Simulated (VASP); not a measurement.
Here is a VASP 6.6.1 calculation.

File INCAR:

```
SYSTEM = Si48C47
PREC = Accurate
ENCUT = 520
EDIFF = 1E-7
ISMEAR = -1
SIGMA = 0.05
LREAL = Auto
LASPH = .True.
NELM = 150
ALGO = Normal
ISIF = 2
LWAVE = .False.
LCHARG = .False.
ISPIN = 2
MAGMOM = 0 0 0 0 0 0.5 0.5 0 0 0.5 0 0 0 0 0 0 0 0.5 0 0 0 0 0 0 0 0 0 0 0 0 0 0 0 0 0 0 0 0 0 0 0 0 0 0 0 0 0 0 0 0 0 0 0 0 0 0 0 0 0 0 0 0 0 0 0 0 0 0 0 0 0 0 0 0 0 0 0 0 0 0 0 0 0 0 0 0 0 0 0 0 0 0 0 0 0
LORBIT = 11
GGA = PS
NELECT = 378.0
ISYM = 0
NBANDS = 247
LUSENCCL = .False.
```

KPOINTS

```
Automatic mesh
0
Gamma
  1 1 1
  0.25 0.25 0.25
```

POSCAR

```
Si48C47
1.0
    9.2342040000      0.0000000000      0.0000000000
    0.0000000000     10.6627400000      0.0000000000
    0.0000000000      0.0000000000     10.0759470000
Si C
48 47
Direct
    0.9998510000      0.9994330000      0.5002100000
    0.3332570000      0.9988880000      0.5004910000
    0.1652390000      0.2491730000      0.5011150000
    0.9991800000      0.5015390000      0.5007760000
    0.6659330000      0.9990790000      0.5004660000
    0.4999650000      0.2403900000      0.5035720000
    0.3238120000      0.5047790000      0.5033060000
    0.1654410000      0.7502910000      0.5004050000
    0.8345250000      0.2487560000      0.5008320000
    0.6754390000      0.5041600000      0.5029760000
    0.4996890000      0.7512080000      0.5008930000
    0.8337090000      0.7505930000      0.5005000000
    0.9997950000      0.1659030000      0.2493890000
    0.3316500000      0.1660310000      0.2488420000
    0.1651570000      0.4159130000      0.2487190000
    0.9995850000      0.6669390000      0.2492150000
    0.6677970000      0.1659870000      0.2487220000
    0.4996210000      0.4167020000      0.2379440000
    0.3330820000      0.6681410000      0.2487600000
    0.1662310000      0.9166250000      0.2492100000
    0.8342550000      0.4155610000      0.2483730000
    0.6661900000      0.6681420000      0.2487570000
    0.4996290000      0.9171090000      0.2493680000
    0.8330330000      0.9167790000      0.2492530000
    0.1657880000      0.0829160000      0.7503310000
    0.9995550000      0.3328820000      0.7503930000
    0.4995560000      0.0820390000      0.7502140000
    0.3316390000      0.3325940000      0.7504790000
    0.1652160000      0.5840550000      0.7499290000
    0.9995640000      0.8334880000      0.7502190000
    0.8333560000      0.0828710000      0.7502240000
    0.6675900000      0.3325070000      0.7504720000
    0.4995030000      0.5846880000      0.7503380000
    0.3327430000      0.8336310000      0.7502770000
    0.8337060000      0.5840860000      0.7501010000
    0.6662710000      0.8336710000      0.7503350000
    0.9995790000      0.9997330000      0.9996440000
    0.3324400000      0.0000450000      0.9995850000
    0.1657530000      0.2494220000      0.9994490000
    0.9996240000      0.4994620000      0.9993270000
    0.6667470000      0.0000330000      0.9995430000
    0.4996560000      0.2502280000      0.9983480000
    0.3331310000      0.4998380000      0.9980950000
    0.1663130000      0.7504170000      0.9994190000
    0.8335640000      0.2493350000      0.9992970000
    0.6658700000      0.4998120000      0.9983770000
    0.4995930000      0.7508220000      0.9993940000
    0.8328440000      0.7504690000      0.9996190000
    0.9997100000      0.9996910000      0.1871160000
    0.3330590000      0.0001340000      0.1871150000
    0.1662100000      0.2499320000      0.1871030000
    0.9998220000      0.5000880000      0.1869630000
    0.6662740000      0.0000600000      0.1870500000
    0.4997990000      0.2497420000      0.1890630000
    0.3326610000      0.5002230000      0.1888640000
    0.1663850000      0.7498210000      0.1870010000
    0.8333940000      0.2496880000      0.1868230000
    0.6667610000      0.5002150000      0.1890770000
    0.4996470000      0.7503280000      0.1869650000
    0.8329520000      0.7498900000      0.1871350000
    0.9995390000      0.9996990000      0.6871100000
    0.3327920000      0.0003090000      0.6872120000
    0.1660170000      0.2498000000      0.6874320000
    0.9993900000      0.4996970000      0.6871840000
    0.6661560000      0.0003200000      0.6871860000
    0.4995680000      0.2515450000      0.6869750000
    0.3344480000      0.4990930000      0.6868310000
    0.1663900000      0.7498570000      0.6870910000
    0.8330930000      0.2497580000      0.6872800000
    0.6645910000      0.4989920000      0.6867240000
    0.4994870000      0.7503020000      0.6873590000
    0.8325190000      0.7498670000      0.6872200000
    0.0001470000      0.1661450000      0.4376250000
    0.3327600000      0.1682530000      0.4369660000
    0.1673560000      0.4159970000      0.4372770000
    0.9995490000      0.6666870000      0.4375450000
    0.6668910000      0.1682420000      0.4368250000
    0.3348850000      0.6660540000      0.4368910000
    0.1669440000      0.9163580000      0.4374620000
    0.8325310000      0.4147020000      0.4363690000
    0.6646290000      0.6660270000      0.4369310000
    0.4996660000      0.9168890000      0.4375780000
    0.8324550000      0.9170650000      0.4374500000
    0.1661250000      0.0832150000      0.9378510000
    0.9996800000      0.3332270000      0.9377610000
    0.4995970000      0.0837750000      0.9382290000
    0.3329380000      0.3332600000      0.9379540000
    0.1666050000      0.5831330000      0.9376860000
    0.9995870000      0.8330260000      0.9377750000
    0.8330740000      0.0831680000      0.9377090000
    0.6664370000      0.3332650000      0.9379410000
    0.4996050000      0.5834570000      0.9378330000
    0.3329400000      0.8335320000      0.9377630000
    0.8325560000      0.5830620000      0.9383130000
    0.6662750000      0.8335050000      0.9378190000
```

Potentials or basis: VASP PAW PBE potentials, release 64 (Si, C).

Command:

```bash
$ cat potpaw_PBE.64/Si/POTCAR potpaw_PBE.64/C/POTCAR > POTCAR
$ mpirun -np 1 vasp_std > vasp.out
```

**Question.** What does it give for the net moment?

**Answer.** 0.00 μB per cell.

**Question.** Estimate the largest force.

**Answer.** 0.156 eV/Å.

Forces in eV/Å, atoms in the order of the input:
```
Si   0.000 -0.006 -0.005
Si   0.002  0.009  0.005
Si   0.008  0.017 -0.021
Si   0.055 -0.002 -0.002
Si   0.004 -0.010  0.008
Si  -0.031  0.002 -0.019
Si   0.029  0.002  0.008
Si   0.009  0.003  0.011
Si   0.009 -0.026  0.023
Si   0.013  0.004 -0.022
Si   0.004 -0.001  0.007
Si   0.006  0.015 -0.010
Si   0.011 -0.006 -0.002
Si   0.015  0.000 -0.003
Si   0.020 -0.011  0.021
Si   0.011 -0.010  0.000
Si  -0.002 -0.005 -0.009
Si   0.016 -0.004  0.002
Si   0.008 -0.014 -0.011
Si   0.008  0.007  0.000
Si   0.016  0.016 -0.019
Si   0.008 -0.003  0.009
Si   0.004  0.000 -0.006
Si   0.016 -0.004 -0.001
Si  -0.008 -0.004 -0.001
Si  -0.004  0.000  0.000
Si  -0.012  0.003 -0.001
Si  -0.001 -0.013  0.004
Si   0.001  0.001 -0.015
Si  -0.015 -0.006 -0.002
Si  -0.006 -0.002 -0.001
Si  -0.012  0.004  0.003
Si   0.013  0.001  0.000
Si   0.002 -0.003  0.000
Si  -0.008 -0.010  0.018
Si  -0.007 -0.008 -0.001
Si   0.005 -0.002 -0.003
Si   0.000  0.000  0.004
Si   0.007 -0.001  0.001
Si   0.011 -0.004  0.000
Si   0.005  0.000  0.002
Si   0.007  0.002 -0.006
Si   0.020 -0.003  0.005
Si   0.006  0.011  0.004
Si   0.002  0.000 -0.003
Si   0.009 -0.008 -0.018
Si  -0.001  0.001 -0.006
Si   0.005  0.002 -0.008
C   -0.007  0.000 -0.001
C   -0.006 -0.007  0.001
C   -0.014  0.000  0.001
C   -0.030  0.003  0.003
C   -0.007  0.010  0.005
C   -0.015 -0.026  0.007
C   -0.029  0.020  0.008
C   -0.012 -0.003  0.003
C   -0.012  0.002  0.014
C    0.010  0.003 -0.009
C   -0.003  0.003  0.002
C   -0.007  0.009  0.001
C    0.018 -0.002 -0.008
C    0.015  0.005 -0.002
C    0.007  0.004 -0.002
C   -0.001 -0.004  0.002
C    0.012  0.007 -0.001
C    0.012  0.016  0.008
C    0.019 -0.006  0.014
C    0.011 -0.007  0.003
C    0.018 -0.006 -0.007
C    0.000 -0.005  0.007
C    0.010  0.005 -0.006
C    0.019  0.008 -0.003
C   -0.030  0.008 -0.008
C   -0.017  0.016  0.012
C   -0.066 -0.122 -0.071
C   -0.022  0.013 -0.014
C    0.013 -0.002  0.008
C   -0.005  0.025 -0.003
C    0.000  0.043 -0.018
C   -0.060  0.114  0.077
C   -0.008 -0.019 -0.003
C    0.003  0.009 -0.005
C   -0.008 -0.061  0.001
C    0.004  0.006  0.001
C   -0.006 -0.005  0.006
C   -0.002  0.003 -0.012
C   -0.014  0.006  0.002
C   -0.009 -0.008  0.050
C   -0.001 -0.005  0.003
C   -0.006  0.000  0.005
C   -0.003  0.005  0.013
C   -0.005 -0.006  0.018
C   -0.007 -0.001  0.005
C   -0.011  0.014 -0.042
C   -0.009  0.003  0.000
```

Caveat: the cell carries a net charge on a neutralising background, which shifts energy and pressure; the PAW data sets were made with another functional, which shifts forces and pressure a little.
